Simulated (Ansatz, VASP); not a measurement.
Two plane-wave programs on BaCd3Se4

```
Ba Cd Se
1.0
    -3.82492    3.82492    3.59837
     3.82492   -3.82492    3.59837
     3.82492    3.82492   -3.59837
Ba Cd Se
1 3 4
Direct
  0.00000 0.00000 0.00000
  0.50000 0.00000 0.50000
  0.00000 0.50000 0.50000
  0.50000 0.50000 0.00000
  0.93755 0.43755 0.87511
  0.56245 0.06245 0.12489
  0.06245 0.93755 0.50000
  0.43755 0.56245 0.50000
```

Change from the starting cell: species swapped into the TlIn3Se4 type (I422, No. 97).

Alike in both runs: functional PBE; k mesh 6 × 6 × 6; occupations gaussian, width 0.1 eV; no spin polarisation.

Ansatz relaxed the structure, and its values are those at the end. VASP's run is a single point on that final structure, the one shown.

```csv
,VASP,Ansatz
version,VASP 6.6.1,Ansatz 0.2.0
potentials or method,"VASP PAW PBE potentials, release 64 (Ba_sv, Cd, Se), cutoff 520 eV","scalar-relativistic, plane waves, PAW"
valence electrons in the cell,70,134
```

|  | VASP | Ansatz | Ansatz less VASP |
| --- | --- | --- | --- |
| gap on the k mesh at the Fermi level (eV) | none | none | - |
| pressure (GPa) | 0.4 | 0.0 | -0.45 |
| rms of the force components (eV/Å) | 0.008 | 0.000 | -0.0074 |

A gap of «none» marks a metal or a gap that the smearing closes. VASP's potentials hold 70 valence electrons a cell and Ansatz's 134, so a difference there can come from the potentials and not from the codes.

Neither program's run includes spin-orbit coupling.
